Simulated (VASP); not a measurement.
CdS (Hawleyite): single point with r2SCAN

CdS (Hawleyite):

```
CELL_PARAMETERS angstrom
0.00000 2.91650 2.91650
2.91650 0.00000 2.91650
2.91650 2.91650 0.00000
ATOMIC_POSITIONS crystal
Cd 0.00000 0.00000 0.00000
S 0.75000 0.75000 0.75000
```

```json
{
  "Program": "VASP 6.6.1",
  "Task": "single point",
  "Functional": "r2SCAN",
  "Potentials or basis": "VASP PAW PBE potentials, release 64 (Cd, S)",
  "Cutoff": "520 eV",
  "k mesh": "6 × 6 × 6",
  "Occupations": "fermi-dirac, width 0.05 eV",
  "Spin": "non-collinear spin, zero start, spin-orbit coupling",
  "Starting moments": "[[0.0, 0.0, 0.0], [0.0, 0.0, 0.0]] μB"
}
```

```json
{
 "Pressure": "1.8 GPa",
 "Net moment": "0.00 μB per cell",
 "Valence electrons inside the program's atomic spheres": "Cd 10.31; S 3.74"
}
```

Moments on the atoms (μB; x, y, z):
```
Cd  0.00 0.00 0.00
S   0.00 0.00 0.00
```

It took 4.9 min on 1 thread of Intel(R) Xeon(R) Platinum 8259CL CPU @ 2.50GHz (Skylake/Cascade Lake) (shared host), peak memory 0.38 GiB.

Caveat: the PAW data sets were made with another functional, which shifts forces and pressure a little.
